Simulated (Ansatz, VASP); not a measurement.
## One calculation of BN, two programs

```
CELL_PARAMETERS angstrom
-0.03213 1.77270 1.77270
1.77270 -0.03213 1.77270
1.77270 1.77270 -0.03213
ATOMIC_POSITIONS crystal
B 0.99970 0.99970 0.99970
N 0.25030 0.25030 0.25030
```

Change from the starting cell: shear_111 strain -2.7%.

Alike in both runs: task single point; functional HSE06; k mesh 8 × 8 × 8; no spin polarisation.

```csv
,VASP,Ansatz
version,VASP 6.6.1,Ansatz 0.2.0
potentials or method,"VASP PAW PBE potentials, release 64 (B, N)","plane waves, PAW"
plane-wave cutoff (eV),520,420
occupations,"gaussian, width 0.01 eV",fixed
valence electrons in the cell,8,8
```

|  | VASP | Ansatz | Ansatz less VASP |
| --- | --- | --- | --- |
| gap on the k mesh at the Fermi level (eV) | 5.70 | 5.72 | +0.014 |
| pressure (GPa) | 7.5 | 6.9 | -0.61 |
| traceless stress, the component that is largest in VASP (GPa) | 9.13 | 9.06 | -0.064 |
| rms of the force components (eV/Å) | 0.016 | 0.013 | -0.0034 |

Atom by atom the forces differ by 0.003 eV/Å (rms over components). Ansatz's warnings: stress exchange threshold loose, stress scf threshold loose.
